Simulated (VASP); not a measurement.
Wanted: the native input for a VASP 6.6.1 run.

| Item | Value |
| --- | --- |
| Task | single point |
| Functional | r2SCAN |
| Potentials or basis | VASP PAW PBE potentials, release 64 (Ir) |
| Cutoff | 520 eV |
| k mesh | 9 × 9 × 18 |
| Occupations | gaussian, width 0.1 eV |
| Spin | no spin polarisation |
| Dipole correction | no |
| Further INCAR settings | ALGO = Normal; EDIFF = 1e-06; NBANDS = 16 |

Ir:

```
Ir
1.0
     3.84928    0.00000    0.00000
     0.00000    3.84928    0.00000
    -1.92464    0.00000    1.91989
Ir
2
Direct
  0.00000 0.00000 0.00000
  0.50000 0.50000 0.00000
```

These files were run (other wordings do the same):

POSCAR

```
Ir
1.0
    3.8492788677      0.0000000000     -0.0000000001
    0.0000000000      3.8492788677      0.0000000000
   -1.9246394338      0.0000000000      1.9198889802
Ir
2
Direct
    0.0000000000      0.0000000000      0.0000000000
    0.5000000000      0.5000000000      0.0000000000
```

INCAR.step1

```
SYSTEM = Ir
PREC = Accurate
ENCUT = 520
ISMEAR = 0
SIGMA = 0.1
LREAL = .FALSE.
LASPH = .TRUE.
NELM = 100
NBANDS = 16
GGA = PE
ALGO = Normal
EDIFF = 1E-4
LWAVE = .TRUE.
LCHARG = .FALSE.
```

INCAR.step2

```
SYSTEM = Ir
PREC = Accurate
ENCUT = 520
EDIFF = 1E-6
ISMEAR = 0
SIGMA = 0.1
LREAL = .FALSE.
LASPH = .TRUE.
NELM = 100
ALGO = Normal
ISIF = 2
LWAVE = .FALSE.
LCHARG = .FALSE.
METAGGA = R2SCAN
LMIXTAU = .TRUE.
NBANDS = 16
ISTART = 1
```

KPOINTS

```
Automatic mesh
0
G
  9 9 18
  0 0 0
```

Potentials or basis: VASP PAW PBE potentials, release 64 (Ir).

Run with:

```bash
$ cat potpaw_PBE.64/Ir/POTCAR > POTCAR
$ cp INCAR.step1 INCAR
$ mpirun -np 1 vasp_std > vasp.out
$ cp INCAR.step2 INCAR
$ mpirun -np 1 vasp_std > vasp.out
```

Results of the run:

| Item | Value |
| --- | --- |
| Pressure | 1.8 GPa |
| Band gap on the k mesh | zero (band 9 reaches 11.65 eV, above the bottom of band 10 at 8.63 eV) |

Caveat: the PAW data sets were made with another functional, which shifts forces and pressure a little; spin-orbit coupling is left out, which moves the levels of the heavy elements.

Run time: 2.9 min on 1 thread of Intel(R) Xeon(R) 6975P-C (Granite Rapids) (shared host), peak memory 0.23 GiB.
